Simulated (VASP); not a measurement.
# AlNi3 (Pm-3m) in VASP: further runs

The runs below take AlNi3 through relaxation of cell and atoms, single point, with PBE.

All numbers are computed with VASP 6.6.1; they aren't measurements. Logs are shortened: lines on timing, memory, paths and dates and some standing lists are left out, and cuts for length are marked.

## 1. The cell of the first run

The structure is cubic, space group Pm-3m (No. 221). Conventional cell: a = 3.523 Å, b = 3.523 Å, c = 3.523 Å, α = 90.00°, β = 90.00°, γ = 90.00°. Within 3.3 Å of Al (site symmetry m-3m) lie 12 Ni at 2.49 Å. Within 3.3 Å of Ni (site symmetry 4/mmm) lie 4 Al at 2.49 Å and 8 Ni at 2.49 Å.

## 2. Relaxation of cell and atoms, PBE, collinear spin, ferrimagnetic start

Contents of INCAR:

```
SYSTEM = AlNi3
PREC     = Accurate       ! precision mode
ENCUT    = 600            ! plane-wave cutoff, eV
EDIFF    = 1E-6           ! SCF threshold, eV
ISMEAR   = 0              ! smearing method
SIGMA    = 0.1            ! smearing width, eV
LREAL    = .FALSE.        ! projectors in reciprocal space
LASPH    = .TRUE.         ! aspherical terms in the spheres
NELM     = 150            ! most SCF steps
ALGO     = Normal         ! electronic algorithm
ISIF     = 3              ! what is computed and relaxed
LWAVE    = .FALSE.        ! write WAVECAR
LCHARG   = .FALSE.        ! write CHGCAR
ISPIN    = 2              ! spin polarisation
MAGMOM   = 0 -2 -2 2      ! initial moments
LORBIT   = 11             ! projections on sites
LMAXMIX  = 4              ! l up to which the mixer works
GGA      = PE             ! functional
IBRION   = 2              ! ionic algorithm
NSW      = 90             ! ionic steps
EDIFFG   = -0.04          ! ionic threshold
```

Contents of KPOINTS:

```
regular mesh
0
G
  6 6 6
  0 0 0
```

Contents of POSCAR:

```
AlNi3
1.0
    3.5230548400      0.0000000000      0.0000000000
    0.0000000000      3.5230548400      0.0000000000
    0.0000000000      0.0000000000      3.5230548400
Al Ni
1 3
Direct
    0.0000000000      0.0000000000      0.0000000000
    0.0000000000      0.5000000000      0.5000000000
    0.5000000000      0.0000000000      0.5000000000
    0.5000000000      0.5000000000      0.0000000000
```

Potentials or basis: VASP PAW PBE potentials, release 64 (Al, Ni).

The run is started by

```sh
$ cat potpaw_PBE.64/Al/POTCAR potpaw_PBE.64/Ni/POTCAR > POTCAR
$ mpirun -np 1 vasp_std > vasp.out
```

OUTCAR:

```text
SYSTEM = AlNi3
   PREC = Accurate
   ENCUT = 600
   EDIFF = 1E-6
   ISMEAR = 0
   LREAL = .FALSE.
   LASPH = .TRUE.
   NELM = 150
   ISIF = 3
   ISPIN = 2
   LORBIT = 11
   GGA = PE
   IBRION = 2
   NSW = 90
   EDIFFG = -0.04

 ion  position               nearest neighbor table
   1  0.000  0.000  0.000-   2 2.49   3 2.49   4 2.49   2 2.49   3 2.49   2 2.49   4 2.49   2 2.49
                             3 2.49   4 2.49   3 2.49   4 2.49
   2  0.000  0.500  0.500-   1 2.49   3 2.49   4 2.49   1 2.49   4 2.49   1 2.49   3 2.49   1 2.49
                             3 2.49   4 2.49   4 2.49   3 2.49
   3  0.500  0.000  0.500-   1 2.49   2 2.49   4 2.49   1 2.49   4 2.49   2 2.49   4 2.49   4 2.49
                             1 2.49   2 2.49   1 2.49   2 2.49
   4  0.500  0.500  0.000-   1 2.49   2 2.49   3 2.49   2 2.49   3 2.49   1 2.49   3 2.49   3 2.49
                             1 2.49   2 2.49   2 2.49   1 2.49

  LATTYP: Found a simple cubic cell.
 ALAT       =     3.5230548400

  Lattice vectors:

 A1 = (   3.5230548400,   0.0000000000,   0.0000000000)
 A2 = (   0.0000000000,   3.5230548400,   0.0000000000)
 A3 = (   0.0000000000,   0.0000000000,   3.5230548400)

Analysis of symmetry for initial positions (statically):
=====================================================================
 Subroutine PRICEL returns:
 Original cell was already a primitive cell.

 Routine SETGRP: Setting up the symmetry group for a
 simple cubic supercell.

 Subroutine GETGRP returns: Found 48 space group operations
 (whereof 48 operations were pure point group operations)
 out of a pool of 48 trial point group operations.

The static configuration has the point symmetry O_h .

Analysis of symmetry for dynamics (positions and initial velocities):
=====================================================================
 Subroutine PRICEL returns:
 Original cell was already a primitive cell.

 Routine SETGRP: Setting up the symmetry group for a
 simple cubic supercell.

 Subroutine GETGRP returns: Found 48 space group operations
 (whereof 48 operations were pure point group operations)
 out of a pool of 48 trial point group operations.

The dynamic configuration has the point symmetry O_h .

Analysis of structural, dynamic, and magnetic symmetry:
=====================================================================
 Subroutine PRICEL returns:
 Original cell was already a primitive cell.

 Routine SETGRP: Setting up the symmetry group for a
 simple cubic supercell.

 Subroutine GETGRP returns: Found 16 space group operations
 (whereof 16 operations were pure point group operations)
 out of a pool of 48 trial point group operations.

The overall configuration has the point symmetry D_4h.

 Subroutine INISYM returns: Found 16 space group operations
 (whereof 16 operations are pure point group operations),
 and found     1 'primitive' translations

----------------------------------------------------------------------------------------

                                     Primitive cell

  volume of cell :      43.7279

  direct lattice vectors                    reciprocal lattice vectors
     3.523054840  0.000000000  0.000000000     0.283844574  0.000000000  0.000000000
     0.000000000  3.523054840  0.000000000     0.000000000  0.283844574  0.000000000
     0.000000000  0.000000000  3.523054840     0.000000000  0.000000000  0.283844574

  length of vectors
     3.523054840  3.523054840  3.523054840     0.283844574  0.283844574  0.283844574

  position of ions in fractional coordinates (direct lattice)
     0.000000000  0.000000000  0.000000000
     0.000000000  0.500000000  0.500000000
     0.500000000  0.000000000  0.500000000
     0.500000000  0.500000000  0.000000000

  ion indices of the primitive-cell ions
   primitive index   ion index
                 1           1
                 2           2
                 3           3
                 4           4

----------------------------------------------------------------------------------------

 KPOINTS: regular mesh

Automatic generation of k-mesh.
 Grid dimensions read from file:
 generate k-points for:    6    6    6

 Generating k-lattice:

  Cartesian coordinates                     Fractional coordinates (reciprocal lattice)
     0.047307429  0.000000000  0.000000000     0.166666667  0.000000000  0.000000000
     0.000000000  0.047307429  0.000000000     0.000000000  0.166666667  0.000000000
     0.000000000  0.000000000  0.047307429     0.000000000  0.000000000  0.166666667

  Length of vectors
     0.047307429  0.047307429  0.047307429

  Shift w.r.t. Gamma in fractional coordinates (k-lattice)
     0.000000000  0.000000000  0.000000000

 Subroutine IBZKPT returns following result:
 ===========================================

 Found     40 irreducible k-points:

 Following reciprocal coordinates:
            Coordinates               Weight
  0.000000  0.000000  0.000000      1.000000
  0.166667  0.000000  0.000000      4.000000
  0.000000  0.000000  0.166667      2.000000
  0.333333  0.000000  0.000000      4.000000
  0.000000  0.000000  0.333333      2.000000
  0.500000  0.000000  0.000000      2.000000
[... 16 lines left out ...]
  0.166667  0.166667  0.166667      8.000000
  0.333333  0.166667  0.166667     16.000000
 [... further k-points ...]
   k-points           NKPTS =     40   k-points in BZ     NKDIM =     40   number of bands    NBANDS=     21
   number of dos      NEDOS =    301   number of ions     NIONS =      4
   total plane-waves  NPLWV =  21952
   dimension x,y,z NGX =    28 NGY =   28 NGZ =   28
   dimension x,y,z NGXF=    56 NGYF=   56 NGZF=   56
   ions per type =               1   3
   NGX,Y,Z   is equivalent  to a cutoff of  13.21, 13.21, 13.21 a.u.
   NGXF,Y,Z  is equivalent  to a cutoff of  26.43, 26.43, 26.43 a.u.
 SYSTEM =  AlNi3
   PREC   = accura    normal or accurate (medium, high low for compatibility)
   ISTART =      0    job   : 0-new  1-cont  2-samecut
   ICHARG =      2    charge: 1-file 2-atom 10-const
   ISPIN  =      2    spin polarized calculation?
   LNONCOLLINEAR =      F non collinear calculations
   LSORBIT =      F    spin-orbit coupling
   LASPH  =      T    aspherical Exc in radial PAW
   ENCUT  =  600.0 eV  44.10 Ry    6.64 a.u.   7.04  7.04  7.04*2*pi/ulx,y,z
   NELM   =    150;   NELMIN=  2; NELMDL= -5     # of ELM steps
   EDIFF  = 0.1E-05   stopping-criterion for ELM
   LREAL  =      F    real-space projection
   EDIFFG = -.4E-01   stopping-criterion for IOM
   NSW    =     90    number of steps for IOM
   IBRION =      2    ionic relax: 0-MD 1-quasi-New 2-CG
   NFREE  =      1    steps in history (QN), initial steepest desc. (CG)
   ISIF   =      3    stress and relaxation
   ISYM   =      2    0-nonsym 1-usesym 2-fastsym
   POTIM  = 0.5000    time-step for ionic-motion
   TEBEG  =    0.0;   TEEND  =   0.0 temperature during run
   PSTRESS=    0.0 pullay stress
   NELECT =      33.0000    total number of electrons
   NUPDOWN=      -1.0000    fix difference up-down
   EMIN   =  10.00;   EMAX   =-10.00  energy-range for DOS
   EFERMI =   0.00;   METHOD = LEGACY
   ISMEAR =     0;   SIGMA  =   0.10  broadening in eV -4-tet -1-fermi 0-gaus
   EFERMI_NEDOS =   21; number of points for ismear=-14 and -15
   IALGO  =     38    algorithm
   IMIX   =      4    mixing-type and parameters
     AMIX     =   0.40;   BMIX     =  1.00
     AMIX_MAG =   1.60;   BMIX_MAG =  1.00
  volume/ion in A,a.u.               =      10.93        73.77
  Fermi-wavevector in a.u.,A,eV,Ry     =   1.490482  2.816603 30.225841  2.221537
  Thomas-Fermi vector in A             =   2.603258
   LORBIT       =     11    0 simple, 1 ext, 2 COOP (PROOUT), +10 PAW based schemes
   GGA     = PE    functional components
   LHFCALC =     F    Hartree Fock is set to
   AEXX    =    0.0000 exact exchange contribution
   IVDW    =     0    specifies the selected vdW correction
   LEPSILON=     F    determine dielectric tensor
   LRPA    =     F    only Hartree local field effects (RPA)
 conjugate gradient relaxation of ions
 spin polarized calculation
 Gauss-broadening in eV      SIGMA  =   0.10
  energy-cutoff  :      600.00
  volume of cell :       43.73
 maximum number of plane-waves:      1492
   NGX = 15   NGY = 15   NGZ = 15

--------------------------------------- Ionic step        1  -------------------------------------------

 number of electron      32.9999980 magnetization      -0.7190259

 Free energy of the ion-electron system (eV)
  ---------------------------------------------------
  ext. energy  EPLUGINS =         0.00000000
  ---------------------------------------------------
  free energy    TOTEN  =       -21.87011368 eV

  energy without entropy =      -21.85402923  energy(sigma->0) =      -21.86207146

------------------------ aborting loop because EDIFF is reached ----------------------------------------

  FORCE on cell =-STRESS in cart. coord.  units (eV):
  Direction    XX          YY          ZZ          XY          YZ          ZX
  --------------------------------------------------------------------------------------
  -------------------------------------------------------------------------------------
  Total        2.0189614      2.0189614      2.0193043      0.0000000      0.0000000      0.0000000
  in kB       73.9742198     73.9742198     73.9867811      0.0000000      0.0000000      0.0000000
  external PRESSURE =      73.9784069 kB  Pullay stress =       0.0000000 kB
[... 61 lines left out ...]
  energy  without entropy=      -21.8589762879  energy(sigma->0) =      -21.86729203

--------------------------------------- Ionic step        3  -------------------------------------------

 number of electron      33.0000020 magnetization       0.7313319

 Free energy of the ion-electron system (eV)
  ---------------------------------------------------
  ext. energy  EPLUGINS =         0.00000000
  ---------------------------------------------------
  free energy    TOTEN  =       -21.90615958 eV

  energy without entropy =      -21.88993941  energy(sigma->0) =      -21.89804950

 E-fermi :   9.4202     XC(G=0): -12.6554

 val. band max:        9.4148473099   @ k =   0.3333   0.5000   0.5000
 cond. band min:       9.4209456588   @ k =   0.3333   0.3333   0.1667
 fundamental gap:      0.0060983489
 Fermi energy:         9.4201676684

 spin component 1

 k-point     1 :       0.0000    0.0000    0.0000
  band No.  band energies     occupation
      1      -0.4842      1.00000
      2       5.1545      1.00000
      3       5.8194      1.00000
      4       5.8194      1.00000
      5       6.1536      1.00000
      6       6.1536      1.00000
[... 565 lines left out ...]
     20      15.3535      0.00000
     21      15.3845      0.00000

 [... further k-points ...]

 spin component 2

 k-point     1 :       0.0000    0.0000    0.0000
  band No.  band energies     occupation
      1      -0.5156      1.00000
      2       5.2363      1.00000
      3       5.9723      1.00000
      4       5.9723      1.00000
      5       6.4511      1.00000
      6       6.4511      1.00000
[... 598 lines left out ...]
  FREE ENERGIE OF THE ION-ELECTRON SYSTEM (eV)
  ---------------------------------------------------
  free  energy   TOTEN  =       -21.9061595767 eV

  energy  without entropy=      -21.8899394148  energy(sigma->0) =      -21.89804950

 reached required accuracy - stopping structural energy minimisation

 total charge

# of ion       s       p       d       tot
------------------------------------------
    1        0.409   0.390   0.000   0.799
    2        0.491   0.512   8.376   9.379
    3        0.491   0.512   8.376   9.379
    4        0.491   0.512   8.376   9.379
--------------------------------------------------
tot          1.882   1.927  25.128  28.936

 magnetization (x)

# of ion       s       p       d       tot
------------------------------------------
    1       -0.000  -0.009   0.000  -0.010
    2       -0.003  -0.010   0.275   0.262
    3       -0.003  -0.010   0.275   0.262
    4       -0.003  -0.010   0.275   0.262
--------------------------------------------------
tot         -0.009  -0.039   0.825   0.776
```

Wall time 1.8 min (1 thread of AMD EPYC 9R45 (Zen 5), shared host); peak memory 0.19 GiB.

What came out:

- Free energy: -21.9062 eV
- Relaxed volume: 11.34 Å³/atom
- Relaxed cell: a = 3.567 Å, b = 3.567 Å, c = 3.567 Å, α = 90.00°, β = 90.00°, γ = 90.00°
- Space group after relaxing (to 0.1 Å): Pm-3m (No. 221)
- Energy gained by relaxing: 9.0 meV/atom
- Ionic steps: 3
- Pressure after relaxing: 0.1 GPa
- Net moment: 0.73 μB per cell
- Site moments: Al -0.01; Ni +0.26 μB
- Valence electrons inside the program's atomic spheres: Al 0.80; Ni 9.38

Step by step:
```csv
step,energy change (eV),largest force (eV/Å),pressure (GPa),volume (Å³)
1,0.0000,0.0000,7.40,43.73
2,-0.0055,0.0000,-5.80,47.00
3,-0.0360,0.0000,0.07,45.37
```

Final structure:
```
Al Ni
1.0
     3.56671    0.00000    0.00000
     0.00000    3.56671    0.00000
     0.00000    0.00000    3.56672
Al Ni
1 3
Direct
  0.00000 0.00000 0.00000
  0.00000 0.50000 0.50000
  0.50000 0.00000 0.50000
  0.50000 0.50000 0.00000
```

Levels at points of the mesh, in eV from the Fermi level:
Spin up:
```
           k point  band 13  band 14  band 15  band 16  band 17  band 18  band 19  band 20  band 21
(0.00, 0.00, 0.00)    -0.26    -0.10    -0.10    -0.10     0.88     0.88     0.88     6.52     6.52
(0.50, 0.00, 0.00)    -1.22    -1.16    -1.03    -0.51    -0.10     5.47     5.47     5.57     5.57
(0.00, 0.00, 0.50)    -1.22    -1.16    -1.03    -0.51    -0.10     5.47     5.47     5.57     5.57
(0.50, 0.50, 0.00)    -1.29    -1.18    -0.99    -0.96    -0.57     0.81     0.81     8.09     8.14
(0.00, 0.50, 0.50)    -1.29    -1.18    -0.99    -0.96    -0.57     0.81     0.81     8.09     8.14
(0.50, 0.50, 0.50)    -1.28    -1.06    -1.06    -0.27    -0.27    -0.27    -0.14     3.33     3.98
```
Spin down:
```tsv
k point	band 14	band 15	band 16	band 17	band 18	band 19
(0.00, 0.00, 0.00)	0.35	0.35	0.35	0.85	0.85	0.85
(0.50, 0.00, 0.00)	-0.90	-0.80	-0.32	0.35	5.52	5.52
(0.00, 0.00, 0.50)	-0.90	-0.80	-0.32	0.35	5.52	5.52
(0.50, 0.50, 0.00)	-1.06	-0.76	-0.56	-0.43	1.11	1.11
(0.00, 0.50, 0.50)	-1.06	-0.76	-0.56	-0.43	1.11	1.11
(0.50, 0.50, 0.50)	-0.87	-0.87	-0.17	0.12	0.12	0.12
```

(Continued in part 2 of 2.)
